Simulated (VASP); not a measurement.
Wanted: the native input for a VASP 6.6.1 run.

* Task: single point
* Functional: r2SCAN
* Potentials or basis: VASP PAW PBE potentials, release 64 (Zn, S)
* Cutoff: 520 eV
* k mesh: 4 × 4 × 4
* Occupations: gaussian, width 0.05 eV
* Spin: no spin polarisation
* Dipole correction: no
* Further INCAR settings: ALGO = Normal; EDIFF = 1e-06; NBANDS = 46

Crystal: ZnS.

```
CELL_PARAMETERS angstrom
5.38903 0.00000 0.00000
0.00000 -5.38903 0.00000
0.00000 0.00000 -5.38903
ATOMIC_POSITIONS crystal
Zn 0.97638 0.97638 0.00000
Zn 0.50000 0.50000 0.00000
Zn 0.50000 0.00000 0.50000
Zn 0.00000 0.50000 0.50000
S 0.75000 0.75000 0.75000
S 0.25000 0.25000 0.75000
S 0.25000 0.75000 0.25000
S 0.75000 0.25000 0.25000
```

This cell differs from its parent crystal: atom 1 (Zn) moved +0.180 Å towards its neighbour atom 2 (Zn) at 3.811 Å.

One way to write it, as run:

POSCAR

```
ZnS
1.0
    5.3890263884      0.0000000000      0.0000000000
    0.0000000000     -5.3890263884      0.0000000000
    0.0000000000      0.0000000000     -5.3890263884
Zn S
4 4
Direct
   -0.0236182218     -0.0236182218      0.0000000000
    0.5000000000      0.5000000000      0.0000000000
    0.5000000000      0.0000000000      0.5000000000
    0.0000000000      0.5000000000      0.5000000000
    0.7500000000      0.7500000000      0.7500000000
    0.2500000000      0.2500000000      0.7500000000
    0.2500000000      0.7500000000      0.2500000000
    0.7500000000      0.2500000000      0.2500000000
```

INCAR.step1

```
PREC = Accurate
ENCUT = 520
ISMEAR = 0
SIGMA = 0.05
LREAL = False
LASPH = True
NELM = 60
NBANDS = 46
GGA = PE
ALGO = Normal
EDIFF = 1E-4
LWAVE = True
LCHARG = False
```

INCAR.step2

```
PREC = Accurate
ENCUT = 520
EDIFF = 1E-6
ISMEAR = 0
SIGMA = 0.05
LREAL = False
LASPH = True
NELM = 60
ALGO = Normal
ISIF = 2
LWAVE = False
LCHARG = False
METAGGA = R2SCAN
LMIXTAU = True
NBANDS = 46
ISTART = 1
```

KPOINTS

```
Automatic mesh
0
Gamma
  4 4 4
```

Potentials or basis: VASP PAW PBE potentials, release 64 (Zn, S).

Run with:

```console
$ cat potpaw_PBE.64/Zn/POTCAR potpaw_PBE.64/S/POTCAR > POTCAR
$ cp INCAR.step1 INCAR
$ mpirun -np 1 vasp_std > vasp.out
$ cp INCAR.step2 INCAR
$ mpirun -np 1 vasp_std > vasp.out
```

Results of the run:

The pressure is 0.4 GPa and the largest force is 1.394 eV/Å. The band gap on the k mesh is 2.66 eV, direct.

Caveat: the cell differs from its parent crystal (atom 1 (Zn) moved +0.180 Å towards its neighbour atom 2 (Zn) at 3.811 Å); the PAW data sets were made with another functional, which shifts forces and pressure a little.

It took 5.6 min on 1 thread of AMD EPYC 9R45 96-Core Processor (Zen 5), with other jobs on the host, peak memory 0.3 GiB.
